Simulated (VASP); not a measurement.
Here is a VASP 6.6.1 calculation.

File INCAR:

```
SYSTEM = CrC5
  PREC = Accurate
  ENCUT = 700
  EDIFF = 1E-6
  ISMEAR = 0
  SIGMA = 0.2
  LREAL = .FALSE.
  LASPH = .TRUE.
  NELM = 200
  ALGO = Normal
  ISIF = 2
  LWAVE = .FALSE.
  LCHARG = .FALSE.
  ISPIN = 2
  MAGMOM = 0.53 0.53 0 0 0 0 0 0 0 0 0 0
  LORBIT = 11
  LMAXMIX = 4
  GGA = PE
  NBANDS = 50
  GGA_COMPAT = .FALSE.
```

File KPOINTS:

```
Automatic mesh
0
G
  12 12 1
  0 0 0
```

POSCAR

```
CrC5
1.0
    2.4949387846      0.0000000000      0.0000000000
   -1.2474693923      2.1606803684      0.0000000000
    0.0000000000      0.0000000000     22.5448918397
Cr C
2 10
Direct
    0.6666666667      0.3333333333      0.5459655070
    0.3333333333      0.6666666667      0.4540344930
    0.0000000000      0.0000000000      0.8137974917
    0.6666666667      0.3333333333      0.8137853839
    0.3333333333      0.6666666667      0.0000109821
    0.6666666667      0.3333333333      0.9999890179
    0.0000000000      1.0000000000      0.1862025083
    0.3333333333      0.6666666667      0.1862146161
    0.0000000000      0.0000000000      0.6334282575
    0.3333333333      0.6666666667      0.6329927527
    0.0000000000      0.0000000000      0.3665717425
    0.6666666667      0.3333333333      0.3670072473
```

Potentials or basis: VASP PAW PBE potentials, release 64 (Cr_sv, C).

Command:

```bash
$ cat potpaw_PBE.64/Cr_sv/POTCAR potpaw_PBE.64/C/POTCAR > POTCAR
$ mpirun -np 1 vasp_std > vasp.out
```

Predict the site moments.

Cr +0.38; C +0.00, -0.00, +0.01, -0.01 (each value once) μB.

Predict the pressure.

-0.4 GPa.

Stress tensor (GPa, compression positive):
```
-0.43  0.00  0.00
 0.00 -0.43  0.00
 0.00  0.00 -0.23
```

Caveat: this functional lacks dispersion, which binds layers or chains, so the pressure and a relaxed spacing across them are unreliable.
